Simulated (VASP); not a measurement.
Set up this calculation in VASP 6.6.1, as the native input.

```yaml
Task: single point
Functional: PBEsol
Potentials_or_basis: VASP PAW PBE potentials, release 64 (Be, C)
Cutoff: 520 eV
k_mesh: 12 × 12 × 12
Occupations: gaussian, width 0.02 eV
Spin: no spin polarisation
Dipole_correction: no
Further_INCAR_settings: ALGO = Normal; EDIFF = 1e-06; NBANDS = 12
```

The structure of BeC2 lies in POSCAR:

```
BeC2
1.0
    2.0252533297      1.1692805551      1.8557693464
   -2.0252533297      1.1692805551      1.8557693464
    0.0000000000     -2.3385611102      1.8557693464
Be C
1 2
Direct
    0.0000000000      0.0000000000      0.0000000000
    0.5915580000      0.5915580000      0.5915580000
    0.4084420000      0.4084420000      0.4084420000
```

This cell differs from its parent crystal: Sr replaced by Be, lengths x 0.829, strained.

The input as run:

INCAR

```
SYSTEM = BeC2
  ALGO = Normal
  EDIFF = 1E-6
  ENCUT = 520
  GGA = PS
  ISIF = 2
  ISMEAR = 0
  LASPH = .True.
  LCHARG = .True.
  LELF = .True.
  LREAL = .False.
  LVHAR = .True.
  LWAVE = .False.
  NBANDS = 12
  NELM = 100
  PREC = Accurate
  SIGMA = 0.02
```

KPOINTS

```
k-points
0
Gamma
  12 12 12
  0 0 0
```

Potentials or basis: VASP PAW PBE potentials, release 64 (Be, C).

Command:

```console
$ cat potpaw_PBE.64/Be/POTCAR potpaw_PBE.64/C/POTCAR > POTCAR
$ mpirun -np 1 vasp_std > vasp.out
```

Results of the run:

```json
{"Pressure": "74.0 GPa", "Largest force": "40.737 eV/Å", "Band gap on the k mesh": "0.41 eV (least direct gap 0.93 eV)"}
```

Caveat: the cell differs from its parent crystal (Sr replaced by Be, lengths x 0.829, strained); atoms lie so close that the PAW spheres overlap strongly, which falsifies energies and pressures; the cell stands under pressure; the PAW data sets were made with another functional, which shifts forces and pressure a little.

Run time: 17 s on 1 thread of Intel(R) Xeon(R) 6975P-C (Granite Rapids), with other jobs on the host, peak memory 0.17 GiB.
